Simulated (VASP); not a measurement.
A run of VASP 6.6.1 is set up as follows.

INCAR

```
SYSTEM = BaS
PREC = Accurate
ENCUT = 520
EDIFF = 1E-8
ISMEAR = 0
SIGMA = 0.01
LREAL = .False.
LASPH = .True.
NELM = 100
ALGO = Normal
ISIF = 2
LWAVE = .False.
LCHARG = .True.
GGA = PS
NBANDS = 15
IBRION = 8
NSW = 1
```

KPOINTS

```
regular mesh
0
Gamma
  6 6 6
  0 0 0
```

Contents of POSCAR:

```
BaS
1.0
    0.0000000000      3.1662957751      3.1662957751
    3.1662957751      0.0000000000      3.1662957751
    3.1662957751      3.1662957751      0.0000000000
Ba S
1 1
Direct
    0.0000000000      0.0000000000      0.0000000000
    0.5000000000      0.5000000000      0.5000000000
```

Potentials or basis: VASP PAW PBE potentials, release 64 (Ba_sv, S).

Command:

```bash
$ cat potpaw_PBE.64/Ba_sv/POTCAR potpaw_PBE.64/S/POTCAR > POTCAR
$ mpirun -np 1 vasp_std > vasp.out
```

Problem. What does it give for the highest phonon frequency at Γ, LO-TO splitting left out?

Solution. 151 cm⁻¹.

Phonon frequencies in cm⁻¹ (negative: imaginary):
| q point | frequencies |
| --- | --- |
| (0.000, 0.000, 0.000) | 0 0 0 151 151 151 |
